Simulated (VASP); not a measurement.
A run of VASP 6.6.1:

Contents of INCAR:

```
SYSTEM = Al
PREC     = Accurate       ! precision mode
ENCUT    = 520            ! plane-wave cutoff, eV
EDIFF    = 1E-7           ! SCF threshold, eV
ISMEAR   = -1             ! smearing method
SIGMA    = 0.05           ! smearing width, eV
LREAL    = .FALSE.        ! projectors in reciprocal space
LASPH    = .TRUE.         ! aspherical terms in the spheres
NELM     = 60             ! most SCF steps
ALGO     = Fast           ! electronic algorithm
ISIF     = 2              ! what is computed and relaxed
LWAVE    = .FALSE.        ! write WAVECAR
LCHARG   = .FALSE.        ! write CHGCAR
GGA      = PE             ! functional
IVDW     = 12             ! dispersion correction
NBANDS   = 10             ! bands
```

File KPOINTS:

```
Automatic mesh
0
G
  7 7 10
  0 0 0
```

The input POSCAR:

```
Al
1.0
    4.5008530164      0.0000000000      0.0000000000
   -2.2504265082      3.8978530509      0.0000000000
    0.0000000000      0.0000000000      2.7151934468
Al
2
Direct
    0.3333333333      0.6666666667      0.0000000000
    0.6666666667      0.3333333333      0.0000000000
```

Potentials or basis: VASP PAW PBE potentials, release 64 (Al).

The run is started by

```sh
$ cat potpaw_PBE.64/Al/POTCAR > POTCAR
$ mpirun -np 1 vasp_std > vasp.out
```

Hardware: 1 thread of Intel(R) Xeon(R) 6975P-C (Granite Rapids) (shared host).

Task: Estimate the wall time of this run.

Result: Wall time 11 s on 1 thread of Intel(R) Xeon(R) 6975P-C (Granite Rapids), with other jobs on the host, peak memory 0.16 GiB. Counts: scf iterations 13, k points 48.
